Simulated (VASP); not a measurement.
# Ca18HF in VASP: notebook

Runs on Ca18HF. Level: PBE+D3(BJ). Tasks: single point.

Everything below comes from runs of VASP 6.6.1. Logs are shortened: lines on timing, memory, paths and dates and some standing lists are left out, and cuts for length are marked.

**1. The cell of the first run**

The cell holds a slab with vacuum, 20 atoms: a = 16.740 Å, b = 7.891 Å, c = 18.946 Å, α = 90.00°, β = 90.00°, γ = 90.00°.

**2. Single point, PBE+D3(BJ)**

File INCAR:

```
SYSTEM = Ca18HF
PREC     = Accurate       ! precision mode
ENCUT    = 520            ! plane-wave cutoff, eV
EDIFF    = 1E-6           ! SCF threshold, eV
ISMEAR   = -1             ! smearing method
SIGMA    = 0.05           ! smearing width, eV
LREAL    = Auto         
LASPH    = .TRUE.         ! aspherical terms in the spheres
NELM     = 100            ! most SCF steps
ALGO     = Normal         ! electronic algorithm
ISIF     = 2              ! what is computed and relaxed
LWAVE    = .FALSE.        ! write WAVECAR
LCHARG   = .TRUE.         ! write CHGCAR
GGA      = PE             ! functional
IVDW     = 12             ! dispersion correction
LELF     = .TRUE.         ! ELF
LVHAR    = .TRUE.       
NBANDS   = 110            ! bands
```

File KPOINTS:

```
Automatic mesh
0
G
  1 2 1
  0 0 0
```

File POSCAR:

```
Ca18HF
1.0
   16.7400000000      0.0000000000      0.0000000000
    0.0000000000      7.8913120000      0.0000000000
    0.0000000000      0.0000000000     18.9456560000
Ca F H
18 1 1
Direct
    0.0000000000      0.0000000000      0.0527825481
    0.3333333333      0.0000000000      0.0527825481
    0.6666666667      0.0000000000      0.0527825481
    0.0000000000      0.5000055758      0.0527825481
    0.3333333333      0.5000055758      0.0527825481
    0.6666666667      0.5000055758      0.0527825481
    0.1666427718      0.2500598126      0.1567958375
    0.5000776583      0.2500217961      0.1567166637
    0.8331600956      0.2497556807      0.1565635943
    0.1666786141      0.7499386667      0.1567905593
    0.5000179211      0.7499766832      0.1566955507
    0.8333034648      0.7502301265      0.1563260728
    0.0002031063      0.0001520660      0.2560481411
    0.3332974910      0.0000126722      0.2561220366
    0.6666666667      0.0010137731      0.2564967927
   -0.0003046595      0.4997901490      0.2567818185
    0.3332795699      0.4999802314      0.2561537062
    0.6666965352      0.4994860170      0.2564704014
    0.8282019116      0.4993086067      0.3886167890
    0.7968458781      0.4076128279      0.3697575845
```

Potentials or basis: VASP PAW PBE potentials, release 64 (Ca_sv, F, H).

Launch:

```console
$ cat potpaw_PBE.64/Ca_sv/POTCAR potpaw_PBE.64/F/POTCAR potpaw_PBE.64/H/POTCAR > POTCAR
$ mpirun -np 1 vasp_std > vasp.out
```

OUTCAR:

```text
SYSTEM = Ca18HF
   PREC = Accurate
   ENCUT = 520
   EDIFF = 1E-6
   ISMEAR = -1
   LREAL = Auto
   LASPH = .TRUE.
   NELM = 100
   ISIF = 2
   GGA = PE
   IVDW = 12
 IVDW          = 12

 ion  position               nearest neighbor table
   1  0.000  0.000  0.053-
   2  0.333  0.000  0.053-
   3  0.667  0.000  0.053-
   4  0.000  0.500  0.053-
   5  0.333  0.500  0.053-
   6  0.667  0.500  0.053-
[... 10 lines left out ...]
  17  0.333  0.500  0.256-
  18  0.667  0.499  0.256-
  19  0.828  0.499  0.389-  20 0.96
  20  0.797  0.408  0.370-  19 0.96

  LATTYP: Found a simple orthorhombic cell.
 ALAT       =     7.8913120000
 B/A-ratio  =     2.1213202570
 C/A-ratio  =     2.4008246031

  Lattice vectors:

 A1 = (   0.0000000000,  -7.8913120000,   0.0000000000)
 A2 = (  16.7400000000,   0.0000000000,   0.0000000000)
 A3 = (   0.0000000000,   0.0000000000,  18.9456560000)

Analysis of symmetry for initial positions (statically):
=====================================================================
 Subroutine PRICEL returns:
 Original cell was already a primitive cell.

 Routine SETGRP: Setting up the symmetry group for a
 simple orthorhombic supercell.

 Subroutine GETGRP returns: Found  1 space group operations
 (whereof  1 operations were pure point group operations)
 out of a pool of  8 trial point group operations.

The static configuration has the point symmetry C_1 .

Analysis of symmetry for dynamics (positions and initial velocities):
=====================================================================
 Subroutine PRICEL returns:
 Original cell was already a primitive cell.

 Routine SETGRP: Setting up the symmetry group for a
 simple orthorhombic supercell.

 Subroutine GETGRP returns: Found  1 space group operations
 (whereof  1 operations were pure point group operations)
 out of a pool of  8 trial point group operations.

The dynamic configuration has the point symmetry C_1 .

 Subroutine INISYM returns: Found  1 space group operations
 (whereof  1 operations are pure point group operations),
 and found     1 'primitive' translations

----------------------------------------------------------------------------------------

                                     Primitive cell
[... 111 lines left out ...]
   ISYM   =      2    0-nonsym 1-usesym 2-fastsym
   POTIM  = 0.5000    time-step for ionic-motion
   TEBEG  =    0.0;   TEEND  =   0.0 temperature during run
   PSTRESS=    0.0 pullay stress
   NELECT =     188.0000    total number of electrons
   NUPDOWN=      -1.0000    fix difference up-down
   EMIN   =  10.00;   EMAX   =-10.00  energy-range for DOS
   EFERMI =   0.00;   METHOD = LEGACY
   ISMEAR =    -1;   SIGMA  =   0.05  broadening in eV -4-tet -1-fermi 0-gaus
   EFERMI_NEDOS =   21; number of points for ismear=-14 and -15
   IALGO  =     38    algorithm
   IMIX   =      4    mixing-type and parameters
     AMIX     =   0.40;   BMIX     =  1.00
     AMIX_MAG =   1.60;   BMIX_MAG =  1.00
  volume/ion in A,a.u.               =     125.14       844.46
  Fermi-wavevector in a.u.,A,eV,Ry     =   0.690753  1.305334  6.491877  0.477139
  Thomas-Fermi vector in A             =   1.772210
   LORBIT       =      0    0 simple, 1 ext, 2 COOP (PROOUT), +10 PAW based schemes
   GGA     = PE    functional components
   LHFCALC =     F    Hartree Fock is set to
   AEXX    =    0.0000 exact exchange contribution
   IVDW    =    12    specifies the selected vdW correction
   LEPSILON=     F    determine dielectric tensor
   LRPA    =     F    only Hartree local field effects (RPA)
 non-spin polarized calculation
  energy-cutoff  :      520.00
  volume of cell :     2502.73
 maximum number of plane-waves:     67382
 NGX is ok and might be reduce to   126
   NGX = 63   NGY = 29   NGZ = 71

 number of electron     187.9999944 magnetization

 Free energy of the ion-electron system (eV)
  ---------------------------------------------------
  ext. energy  EPLUGINS =         0.00000000
  ---------------------------------------------------
  free energy    TOTEN  =       -34.50819390 eV

  energy without entropy =      -34.20585362  energy(sigma->0) =      -34.35702376

 E-fermi :  -1.1353     XC(G=0):  -3.4353

 val. band max:       -1.1384814405   @ k =   0.0000   0.0000   0.0000
 cond. band min:      -1.0852215651   @ k =   0.0000   0.0000   0.0000
 fundamental gap:      0.0532598753
 Fermi energy:        -1.1353430626

 k-point     1 :       0.0000    0.0000    0.0000
  band No.  band energies     occupation
      1     -44.0640      2.00000
      2     -44.0598      2.00000
      3     -44.0593      2.00000
      4     -44.0555      2.00000
      5     -44.0533      2.00000
      6     -44.0470      2.00000
[... 98 lines left out ...]
    105      -0.7314      0.00062
    106      -0.6935      0.00029

 k-point     2 :       0.0000    0.5000    0.0000
  band No.  band energies     occupation
      1     -44.0628      2.00000
      2     -44.0610      2.00000
      3     -44.0575      2.00000
      4     -44.0574      2.00000
      5     -44.0526      2.00000
      6     -44.0477      2.00000
[... 98 lines left out ...]
    105      -0.6666      0.00017
    106      -0.6632      0.00016
 [bands above 106 left out]

------------------------ aborting loop because EDIFF is reached ----------------------------------------

 Edisp (eV)   -2.36722

 E8    (eV) :    -1.2452

  FORCE on cell =-STRESS in cart. coord.  units (eV):
  Direction    XX          YY          ZZ          XY          YZ          ZX
  --------------------------------------------------------------------------------------
  -------------------------------------------------------------------------------------
  Total     -14.60481    -5.37649    -4.45440    -0.20331    -0.19591     0.43656
  in kB      -9.34958    -3.44188    -2.85158    -0.13015    -0.12541     0.27948
  external pressure =       -5.21 kB  Pullay stress =        0.00 kB

 VOLUME and BASIS-vectors are now :
 -----------------------------------------------------------------------------
  energy-cutoff  :      520.00
  volume of cell :     2502.73
      direct lattice vectors                 reciprocal lattice vectors
    16.740000000  0.000000000  0.000000000     0.059737157  0.000000000  0.000000000
     0.000000000  7.891312000  0.000000000     0.000000000  0.126721640  0.000000000
     0.000000000  0.000000000 18.945656000     0.000000000  0.000000000  0.052782548

 POSITION                                       TOTAL-FORCE (eV/Angst)
 -----------------------------------------------------------------------------------
      0.00000      0.00000      1.00000        -0.005354      0.006782      0.196148
      5.58000      0.00000      1.00000        -0.000387     -0.001023      0.188979
     11.16000      0.00000      1.00000        -0.009935      0.011121      0.190575
      0.00000      3.94570      1.00000        -0.006831     -0.007555      0.205387
      5.58000      3.94570      1.00000        -0.003389      0.000993      0.189635
     11.16000      3.94570      1.00000        -0.006805     -0.012546      0.186435
[... 12 lines left out ...]
     13.86410      3.94020      7.36260        -0.109707     -0.124512     -0.033599
     13.33920      3.21660      7.00530         0.241027      0.048306     -0.081503
 -----------------------------------------------------------------------------------
    total drift:                                0.000716     -0.000495     -0.000931

  FREE ENERGIE OF THE ION-ELECTRON SYSTEM (eV)
  ---------------------------------------------------
  free  energy   TOTEN  =       -36.8754145040 eV

  energy  without entropy=      -36.5730742255  energy(sigma->0) =      -36.72424436
```

stdout:

```text
POSCAR found type information on POSCAR CaF H
 POSCAR found :  3 types and      20 ions
 scaLAPACK will be used
 LDA part: xc-table for (Slater+PW92), standard interpolation
 POSCAR, INCAR and KPOINTS ok, starting setup
 FFT: planning ... GRIDC
 FFT: planning ... GRID_SOFT
 FFT: planning ... GRID
 WAVECAR not read
 entering main loop
```

Wall time 13 min (1 thread of AMD EPYC 9R45 (Zen 5), shared host); peak memory 1.8 GiB.

Results:

```
Free energy                : -36.8754 eV
Largest force              : 0.259 eV/Å
Band gap on the k mesh     : 0.05 eV
Dispersion energy per atom : -0.118 eV
```

Forces in eV/Å, atoms in the order of the input:
```
Ca  -0.005  0.007  0.196
Ca   0.000 -0.001  0.189
Ca  -0.010  0.011  0.191
Ca  -0.007 -0.008  0.205
Ca  -0.003  0.001  0.190
Ca  -0.007 -0.013  0.186
Ca  -0.003  0.004 -0.044
Ca  -0.005 -0.004 -0.061
Ca  -0.032  0.003  0.011
Ca   0.005 -0.005 -0.048
Ca  -0.006  0.003 -0.058
Ca   0.003 -0.003 -0.074
Ca  -0.006  0.028 -0.148
Ca   0.000  0.002 -0.142
Ca   0.052  0.107 -0.104
Ca  -0.074 -0.026 -0.080
Ca  -0.004 -0.003 -0.141
Ca  -0.030 -0.029 -0.153
F   -0.110 -0.125 -0.034
H    0.241  0.048 -0.082
```

Levels at points of the mesh, in eV from the valence-band top:
```
           k point  band 90  band 91  band 92  band 93  band 94  band 95  band 96  band 97  band 98  band 99
(0.00, 0.00, 0.00)    -0.79    -0.38    -0.19    -0.15     0.00     0.05     0.07     0.08     0.09     0.09
(0.00, 0.50, 0.00)    -0.91    -0.90    -0.88    -0.04     0.00     0.14     0.15     0.25     0.30     0.31
```

**3. Single point, PBE+D3(BJ)**

File INCAR:

```
SYSTEM = Ca18HF
PREC = Accurate
ENCUT = 520
EDIFF = 1E-6
ISMEAR = -1
SIGMA = 0.05
LREAL = Auto
LASPH = .True.
NELM = 60
ALGO = Normal
ISIF = 2
LWAVE = .False.
LCHARG = .True.
GGA = PE
IVDW = 12
LELF = .True.
LVHAR = .True.
NBANDS = 110
```

File KPOINTS:

```
regular mesh
0
Gamma
  1 2 1
  0 0 0
```

File POSCAR:

```
Ca18HF
1.0
   16.7400000000      0.0000000000      0.0000000000
    0.0000000000      7.8913120000      0.0000000000
    0.0000000000      0.0000000000     18.9456560000
Ca F H
18 1 1
Direct
    0.0000000000      0.0000000000      0.0527825481
    0.3333333333      0.0000000000      0.0527825481
    0.6666666667      0.0000000000      0.0527825481
    0.0000000000      0.5000055758      0.0527825481
    0.3333333333      0.5000055758      0.0527825481
    0.6666666667      0.5000055758      0.0527825481
    0.1663679809      0.2519479651      0.1465982492
    0.5022102748      0.2584741295      0.1465613014
    0.8350477897      0.2571688966      0.1472527528
    0.1659318996      0.7493304029      0.1470416226
    0.5011290323      0.7465932154      0.1479125347
    0.8366547192      0.7764741782      0.1323311265
    0.0017622461     -0.0006462804      0.2353890517
    0.3331242533      0.0005068866      0.2362282942
    0.6660215054     -0.0110121105      0.2328396546
   -0.0046236559      0.5016909736      0.2390891083
    0.3328614098      0.4997394603      0.2371731018
    0.6845758662      0.4906155022      0.2464047695
    0.8006571087      0.3976778513      0.2302585880
    0.4201971326      0.9517175344      0.1718283072
```

Potentials or basis: VASP PAW PBE potentials, release 64 (Ca_sv, F, H).

Launch:

```console
$ cat potpaw_PBE.64/Ca_sv/POTCAR potpaw_PBE.64/F/POTCAR potpaw_PBE.64/H/POTCAR > POTCAR
$ mpirun -np 1 vasp_std > vasp.out
```

Wall time 19 min (1 thread of AMD EPYC 9R45 (Zen 5), shared host); peak memory 1.8 GiB.

Results (log left out):

- Free energy: -39.5793 eV
- Largest force: 1.558 eV/Å
- Band gap on the k mesh: 0.06 eV
- Dispersion energy per atom: -0.125 eV

Forces on the atoms (eV/Å):
```
Ca   0.176  0.102 -0.364
Ca   0.234 -0.073  0.252
Ca  -0.066  0.099 -0.414
Ca   0.055  0.031 -0.215
Ca  -0.022 -0.033 -0.231
Ca  -0.058  0.067 -0.111
Ca   0.012 -0.004 -0.040
Ca  -0.140 -0.411  0.097
Ca   0.366 -0.810 -1.279
Ca   0.009 -0.007 -0.052
Ca  -0.022  0.070 -0.027
Ca  -0.076 -0.340  0.215
Ca  -0.007 -0.034  0.278
Ca  -0.631  0.125  0.779
Ca   0.094 -0.029  0.349
Ca   0.059  0.066  0.134
Ca  -0.071 -0.020  0.279
Ca  -0.566  0.206  0.014
F    0.034  0.722  1.350
H    0.619  0.272 -1.011
```

Levels at points of the mesh, in eV from the valence-band top:
```
           k point  band 91  band 92  band 93  band 94  band 95  band 96  band 97  band 98
(0.00, 0.00, 0.00)    -0.44    -0.15    -0.10    -0.03     0.06     0.11     0.13     0.17
(0.00, 0.50, 0.00)    -0.71    -0.58    -0.35     0.00     0.06     0.25     0.30     0.38
```
